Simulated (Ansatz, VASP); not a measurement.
## One calculation of AlSn, two programs

The input INCAR:

```
SYSTEM = AlSn
PREC = Accurate
ENCUT = 520
EDIFF = 1E-6
ISMEAR = 0
SIGMA = 0.02
LREAL = .False.
LASPH = .True.
NELM = 60
ALGO = Normal
ISIF = 2
LWAVE = .False.
LCHARG = .True.
GGA = PE
LELF = .True.
LVHAR = .True.
NBANDS = 16
```

Contents of KPOINTS:

```
regular mesh
0
Gamma
  7 7 8
  0 0 0
```

The input POSCAR:

```
AlSn
1.0
    4.1981056157      0.0000000000      0.0000000000
   -2.0990528078      3.6356661109      0.0000000000
    0.0000000000      0.0000000000      3.3068470000
Sn Al
1 1
Direct
    0.3333333333      0.6666666667      0.5000000000
    0.0000000000      0.0000000000      0.0000000000
```

The input input.yaml:

```yaml
crystal:
  lattice:
    - [4.1981056157, 0.0, 0.0]
    - [-2.0990528078, 3.6356661109, 0.0]
    - [0.0, 0.0, 3.306847]
  atoms:
    - { symbol: Sn, position: [0.3333333333, 0.6666666667, 0.5] }
    - { symbol: Al, position: [0.0, 0.0, 0.0] }
hamiltonian:
  xc: pbe
  pseudopotentials: { kind: paw }
kpoints:
  mp_grid: { grid: [7, 7, 8] }
scf:
  occupations: { method: gaussian, width: 0.02 }
output:
  forces: true
  stress: true
  eigenvalues: true
```

Alike in both runs: task single point; functional PBE; k mesh 7 × 7 × 8; occupations gaussian, width 0.02 eV; no spin polarisation.

|  | VASP | Ansatz |
| --- | --- | --- |
| version | VASP 6.6.1 | Ansatz 0.2.0 |
| potentials or method | VASP PAW PBE potentials, release 64 (Sn_d, Al) | Ansatz PAW |
| plane-wave cutoff (eV) | 520 | 420 |
| valence electrons in the cell | 17 | 17 |

Ansatz gave:

| Property | Result |
| --- | --- |
| gap on the k mesh at the Fermi level (eV) | none |
| pressure (GPa) | 0.3 |
| traceless stress, the component that is largest in VASP (GPa) | 0.54 |

Question: What did VASP give for the same quantities?

Answer: gap on the k mesh at the Fermi level (eV): none; pressure (GPa): 0.2; traceless stress, the component that is largest in VASP (GPa): 0.54.

A gap of «none» marks a metal or a gap that the smearing closes. With one functional, cell and mesh, what is left measures potentials, basis and numerics.
